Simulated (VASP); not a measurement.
Here is a VASP 6.6.1 calculation.

INCAR

```
SYSTEM = CuAu
  ALGO = Normal
  EDIFF = 1E-6
  ENCUT = 520
  GGA = PS
  ISIF = 2
  ISMEAR = -1
  LASPH = .TRUE.
  LCHARG = .FALSE.
  LREAL = .FALSE.
  LWAVE = .FALSE.
  NBANDS = 18
  NELM = 80
  PREC = Accurate
  SIGMA = 0.05
```

KPOINTS

```
k-points
0
G
  11 11 11
  0 0 0
```

File POSCAR:

```
CuAu
1.0
    1.4526137943      0.8386669652      4.2843581437
   -1.4526137943      0.8386669652      4.2843581437
    0.0000000000     -1.6773339303      4.2843581437
Au Cu
1 1
Direct
    0.0000000000      0.0000000000      0.0000000000
    0.5000000000      0.5000000000      0.5000000000
```

Potentials or basis: VASP PAW PBE potentials, release 64 (Au, Cu).

Launch:

```sh
$ cat potpaw_PBE.64/Au/POTCAR potpaw_PBE.64/Cu/POTCAR > POTCAR
$ mpirun -np 1 vasp_std > vasp.out
```

**Question.** Estimate the band gap on the k mesh.

**Answer.** Zero (bands 11 and 12 overlap by 4.11 eV).

**Question.** Predict the pressure.

**Answer.** -10.3 GPa.

Stress tensor (GPa, compression positive):
```
-10.69   0.00   0.00
  0.00 -10.69   0.00
  0.00   0.00  -9.42
```

Caveat: the cell stands under tension; the PAW data sets were made with another functional, which shifts forces and pressure a little; spin-orbit coupling is left out, which moves the levels of the heavy elements.
